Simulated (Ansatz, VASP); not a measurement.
**One calculation of PtSe2, two programs**

File INCAR:

```
SYSTEM = PtSe2
PREC     = Accurate       ! precision mode
ENCUT    = 520            ! plane-wave cutoff, eV
EDIFF    = 1E-7           ! SCF threshold, eV
ISMEAR   = 0              ! smearing method
SIGMA    = 0.018000000000000002 ! smearing width, eV
LREAL    = .FALSE.        ! projectors in reciprocal space
LASPH    = .TRUE.         ! aspherical terms in the spheres
NELM     = 60             ! most SCF steps
ALGO     = Normal         ! electronic algorithm
ISIF     = 2              ! what is computed and relaxed
LWAVE    = .FALSE.        ! write WAVECAR
LCHARG   = .TRUE.         ! write CHGCAR
GGA      = PE             ! functional
LELF     = .TRUE.         ! ELF
LVHAR    = .TRUE.       
NBANDS   = 18             ! bands
```

File KPOINTS:

```
regular mesh
0
G
  8 8 5
  0 0 0
```

Contents of POSCAR:

```
PtSe2
1.0
    3.7240000000      0.0000000000      0.0000000000
   -1.8620000000      3.2250786037      0.0000000000
    0.0000000000      0.0000000000      5.0620000000
Pt Se
1 2
Direct
    0.0000000000      0.0000000000      0.0000000000
    0.6666666667      0.3333333333      0.7500000000
    0.3333333333      0.6666666667      0.2500000000
```

Contents of input.yaml:

```yaml
crystal:
  lattice:
    - [3.724, 0.0, 0.0]
    - [-1.862, 3.2250786037, 0.0]
    - [0.0, 0.0, 5.062]
  atoms:
    - { symbol: Pt, position: [0.0, 0.0, 0.0] }
    - { symbol: Se, position: [0.6666666667, 0.3333333333, 0.75] }
    - { symbol: Se, position: [0.3333333333, 0.6666666667, 0.25] }
hamiltonian:
  xc: pbe
  pseudopotentials: { kind: paw }
kpoints:
  mp_grid: { grid: [8, 8, 5] }
scf:
  occupations: { method: gaussian, width: 0.018 }
output:
  forces: true
  stress: true
  eigenvalues: true
  write_density: true
  write_potential: true
  elf: true
  volumetric_format: npy
```

Alike in both runs: task single point; functional PBE; k mesh 8 × 8 × 5; occupations gaussian, width 0.018 eV; no spin polarisation.

|  | VASP | Ansatz |
| --- | --- | --- |
| version | VASP 6.6.1 | Ansatz 0.2.0 |
| potentials or method | VASP PAW PBE potentials, release 64 (Pt, Se) | Ansatz PAW |
| plane-wave cutoff (eV) | 520 | 420 |
| valence electrons in the cell | 22 | 50 |

VASP gave:

* gap on the k mesh at the Fermi level (eV): none
* pressure (GPa): 7.3
* traceless stress, the component that is largest in VASP (GPa): -1.15
* rms of the force components (eV/Å): 0.271

What did Ansatz give for the same quantities?

gap on the k mesh at the Fermi level (eV): none; pressure (GPa): 7.3; traceless stress, the component that is largest in VASP (GPa): -1.15; rms of the force components (eV/Å): 0.269.

Atom by atom the forces differ by 0.003 eV/Å (rms over components). A gap of «none» marks a metal or a gap that the smearing closes. With one functional, cell and mesh, what is left measures potentials, basis and numerics. VASP's potentials hold 22 valence electrons a cell and Ansatz's 50, so a difference there can come from the potentials and not from the codes.

Neither program's run includes spin-orbit coupling.
